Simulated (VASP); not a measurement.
# Re in VASP: settings compared, part 2 of 3

VASP 6.6.1. The steps go on from the part before.

## (3) Single point, PBE

The input, INCAR:

```
PREC = Accurate ; ENCUT = 520
EDIFF = 1E-7 ; ISMEAR = -1
SIGMA = 0.05 ; LREAL = F
LASPH = T ; NELM = 60
ALGO = Fast ; ISIF = 2
LWAVE = F ; LCHARG = T
GGA = PE ; LELF = T
LVHAR = T ; NBANDS = 22
```

The input, KPOINTS:

```
Automatic mesh
0
Gamma
  8 8 3
```

The input, POSCAR:

```
Re
1.0
    2.7663873939      0.0000000000      0.0000000000
   -1.3831936969      2.3957617598      0.0000000000
    0.0000000000      0.0000000000      8.9388451600
Re
4
Direct
    0.6666666667      0.3333333333      0.7500000000
    0.0000000000      0.0000000000      0.5000000000
    0.3333333333      0.6666666667      0.2500000000
    0.0000000000      0.0000000000      0.0000000000
```

Potentials or basis: VASP PAW PBE potentials, release 64 (Re).

Started as:

```bash
cat potpaw_PBE.64/Re/POTCAR > POTCAR
mpirun -np 1 vasp_std > vasp.out
```

OUTCAR:

```text
PREC = Accurate
   ENCUT = 520
   EDIFF = 1E-7
   ISMEAR = -1
   LREAL = F
   LASPH = T
   NELM = 60
   ISIF = 2
   GGA = PE

 ion  position               nearest neighbor table
   1  0.667  0.333  0.750-   2 2.75   4 2.75   2 2.75   4 2.75   2 2.75   4 2.75
   2  0.000  0.000  0.500-   1 2.75   3 2.75   3 2.75   1 2.75   1 2.75   3 2.75
   3  0.333  0.667  0.250-   2 2.75   4 2.75   2 2.75   4 2.75   2 2.75   4 2.75
   4  0.000  0.000  0.000-   1 2.75   3 2.75   3 2.75   1 2.75   1 2.75   3 2.75

  LATTYP: Found a hexagonal cell.
 ALAT       =     2.7663873939
 C/A-ratio  =     3.2312340563

  Lattice vectors:

 A1 = (   2.7663873939,   0.0000000000,   0.0000000000)
 A2 = (  -1.3831936969,   2.3957617598,   0.0000000000)
 A3 = (   0.0000000000,   0.0000000000,   8.9388451600)

Analysis of symmetry for initial positions (statically):
=====================================================================
 Subroutine PRICEL returns:
 Original cell was already a primitive cell.

 Routine SETGRP: Setting up the symmetry group for a
 hexagonal supercell.

 Subroutine GETGRP returns: Found 24 space group operations
 (whereof 12 operations were pure point group operations)
 out of a pool of 24 trial point group operations.

The static configuration has the point symmetry D_3d.
 The point group associated with its full space group is D_6h.

Analysis of symmetry for dynamics (positions and initial velocities):
=====================================================================
 Subroutine PRICEL returns:
 Original cell was already a primitive cell.

 Routine SETGRP: Setting up the symmetry group for a
 hexagonal supercell.

 Subroutine GETGRP returns: Found 24 space group operations
 (whereof 12 operations were pure point group operations)
 out of a pool of 24 trial point group operations.

The dynamic configuration has the point symmetry D_3d.
 The point group associated with its full space group is D_6h.

 Subroutine INISYM returns: Found 24 space group operations
 (whereof 12 operations are pure point group operations),
 and found     1 'primitive' translations

----------------------------------------------------------------------------------------

                                     Primitive cell

  volume of cell :      59.2431

  direct lattice vectors                    reciprocal lattice vectors
     2.766387394  0.000000000  0.000000000     0.361482272  0.208701887  0.000000000
    -1.383193697  2.395761760  0.000000000     0.000000000  0.417403774  0.000000000
     0.000000000  0.000000000  8.938845160     0.000000000  0.000000000  0.111871274

  length of vectors
     2.766387394  2.766387394  8.938845160     0.417403774  0.417403774  0.111871274

  position of ions in fractional coordinates (direct lattice)
     0.666666667  0.333333333  0.750000000
     0.000000000  0.000000000  0.500000000
     0.333333333  0.666666667  0.250000000
     0.000000000  0.000000000  0.000000000

  ion indices of the primitive-cell ions
   primitive index   ion index
                 1           1
                 2           2
                 3           3
                 4           4

----------------------------------------------------------------------------------------

 KPOINTS: Automatic mesh

Automatic generation of k-mesh.
 Grid dimensions read from file:
 generate k-points for:    8    8    3

 Generating k-lattice:

  Cartesian coordinates                     Fractional coordinates (reciprocal lattice)
     0.045185284  0.026087736  0.000000000     0.125000000  0.000000000  0.000000000
     0.000000000  0.052175472  0.000000000     0.000000000  0.125000000  0.000000000
     0.000000000  0.000000000  0.037290425     0.000000000  0.000000000  0.333333333

  Length of vectors
     0.052175472  0.052175472  0.037290425

  Shift w.r.t. Gamma in fractional coordinates (k-lattice)
     0.000000000  0.000000000  0.000000000

 Subroutine IBZKPT returns following result:
 ===========================================

 Found     20 irreducible k-points:

 Following reciprocal coordinates:
            Coordinates               Weight
  0.000000  0.000000  0.000000      1.000000
  0.125000  0.000000  0.000000      6.000000
  0.250000  0.000000  0.000000      6.000000
  0.375000  0.000000  0.000000      6.000000
  0.500000  0.000000  0.000000      3.000000
  0.125000  0.125000  0.000000      6.000000
[... 12 lines left out ...]
  0.250000  0.250000  0.333333     12.000000
  0.375000  0.250000  0.333333     12.000000
   k-points           NKPTS =     20   k-points in BZ     NKDIM =     20   number of bands    NBANDS=     22
   number of dos      NEDOS =    301   number of ions     NIONS =      4
   total plane-waves  NPLWV =  40320
   dimension x,y,z NGX =    24 NGY =   24 NGZ =   70
   dimension x,y,z NGXF=    48 NGYF=   48 NGZF=  140
   ions per type =               4
   NGX,Y,Z   is equivalent  to a cutoff of  14.42, 14.42, 13.02 a.u.
   NGXF,Y,Z  is equivalent  to a cutoff of  28.85, 28.85, 26.04 a.u.
 SYSTEM =  unknown system
   PREC   = accura    normal or accurate (medium, high low for compatibility)
   ISTART =      0    job   : 0-new  1-cont  2-samecut
   ICHARG =      2    charge: 1-file 2-atom 10-const
   ISPIN  =      1    spin polarized calculation?
   LNONCOLLINEAR =      F non collinear calculations
   LSORBIT =      F    spin-orbit coupling
   LASPH  =      T    aspherical Exc in radial PAW
   ENCUT  =  520.0 eV  38.22 Ry    6.18 a.u.   5.14  5.14 16.62*2*pi/ulx,y,z
   NELM   =     60;   NELMIN=  2; NELMDL= -5     # of ELM steps
   EDIFF  = 0.1E-06   stopping-criterion for ELM
   LREAL  =      F    real-space projection
   EDIFFG = 0.1E-05   stopping-criterion for IOM
   NSW    =      0    number of steps for IOM
   IBRION =     -1    ionic relax: 0-MD 1-quasi-New 2-CG
   NFREE  =      0    steps in history (QN), initial steepest desc. (CG)
   ISIF   =      2    stress and relaxation
   ISYM   =      2    0-nonsym 1-usesym 2-fastsym
   POTIM  = 0.5000    time-step for ionic-motion
   TEBEG  =    0.0;   TEEND  =   0.0 temperature during run
   PSTRESS=    0.0 pullay stress
   NELECT =      28.0000    total number of electrons
   NUPDOWN=      -1.0000    fix difference up-down
   EMIN   =  10.00;   EMAX   =-10.00  energy-range for DOS
   EFERMI =   0.00;   METHOD = LEGACY
   ISMEAR =    -1;   SIGMA  =   0.05  broadening in eV -4-tet -1-fermi 0-gaus
   EFERMI_NEDOS =   21; number of points for ismear=-14 and -15
   IALGO  =     68    algorithm
   IMIX   =      4    mixing-type and parameters
     AMIX     =   0.40;   BMIX     =  1.00
     AMIX_MAG =   1.60;   BMIX_MAG =  1.00
  volume/ion in A,a.u.               =      14.81        99.95
  Fermi-wavevector in a.u.,A,eV,Ry     =   1.275209  2.409796 22.125236  1.626159
  Thomas-Fermi vector in A             =   2.407934
   LORBIT       =      0    0 simple, 1 ext, 2 COOP (PROOUT), +10 PAW based schemes
   GGA     = PE    functional components
   LHFCALC =     F    Hartree Fock is set to
   AEXX    =    0.0000 exact exchange contribution
   IVDW    =     0    specifies the selected vdW correction
   LEPSILON=     F    determine dielectric tensor
   LRPA    =     F    only Hartree local field effects (RPA)
 non-spin polarized calculation
 RMM-DIIS sequential band-by-band and
  energy-cutoff  :      520.00
  volume of cell :       59.24
 maximum number of plane-waves:      1609
 NGX is ok and might be reduce to    24
   NGX = 11   NGY = 11   NGZ = 33

 number of electron      27.9999999 magnetization

 Free energy of the ion-electron system (eV)
  ---------------------------------------------------
  ext. energy  EPLUGINS =         0.00000000
  ---------------------------------------------------
  free energy    TOTEN  =       -49.68322264 eV

  energy without entropy =      -49.65571656  energy(sigma->0) =      -49.66946960

 E-fermi :   7.9237     XC(G=0): -13.6955

 val. band max:        7.8871469629   @ k =   0.3750   0.2500   0.3333
 cond. band min:       7.9341486224   @ k =   0.1250   0.1250   0.3333
 fundamental gap:      0.0470016595
 Fermi energy:         7.9236956909

 k-point     1 :       0.0000    0.0000    0.0000
  band No.  band energies     occupation
      1      -2.0159      2.00000
      2       0.2717      2.00000
      3       0.3672      2.00000
      4       1.2417      2.00000
      5       5.3769      2.00000
      6       5.4621      2.00000
[... 489 lines left out ...]
     21      14.7696      0.00000
     22      14.9508      0.00000

------------------------ aborting loop because EDIFF is reached ----------------------------------------

  FORCE on cell =-STRESS in cart. coord.  units (eV):
  Direction    XX          YY          ZZ          XY          YZ          ZX
  --------------------------------------------------------------------------------------
  -------------------------------------------------------------------------------------
  Total        1.2851694      1.2851694      0.9416899      0.0000000     -0.0000000      0.0000000
  in kB       34.7562503     34.7562503     25.4671551      0.0000000     -0.0000000      0.0000000
  external PRESSURE =      31.6598852 kB  Pullay stress =       0.0000000 kB

 VOLUME and BASIS-vectors are now :
 -----------------------------------------------------------------------------
  energy-cutoff  :      520.00
  volume of cell :       59.24
      direct lattice vectors                 reciprocal lattice vectors
     2.766387394  0.000000000  0.000000000     0.361482272  0.208701887  0.000000000
    -1.383193697  2.395761760  0.000000000     0.000000000  0.417403774  0.000000000
     0.000000000  0.000000000  8.938845160     0.000000000  0.000000000  0.111871274

 POSITION                                       TOTAL-FORCE (eV/Angst)
 -----------------------------------------------------------------------------------
      1.38319      0.79859      6.70413         0.000000      0.000000     -0.000000
      0.00000      0.00000      4.46942         0.000000      0.000000     -0.000000
     -0.00000      1.59717      2.23471        -0.000000      0.000000      0.000000
      0.00000      0.00000      0.00000         0.000000      0.000000     -0.000000
 -----------------------------------------------------------------------------------
    total drift:                               -0.000000      0.000000      0.000000

  FREE ENERGIE OF THE ION-ELECTRON SYSTEM (eV)
  ---------------------------------------------------
  free  energy   TOTEN  =       -49.6832226355 eV

  energy  without entropy=      -49.6557165631  energy(sigma->0) =      -49.66946960
```

Run time: 1.9 min. Hardware: 1 thread of Intel Xeon 8259CL, shared host; peak memory 0.19 GiB.

Results:

```
Free energy            : -49.6832 eV
Pressure               : 3.2 GPa
Band gap on the k mesh : zero (bands 14 and 15 overlap by 2.47 eV)
```

Stress tensor (GPa, compression positive):
```
3.48 0.00 0.00
0.00 3.48 0.00
0.00 0.00 2.55
```

Caveat: the cell stands under pressure; spin-orbit coupling is left out, which moves the levels of the heavy elements.

(Continued in part 3 of 3.)
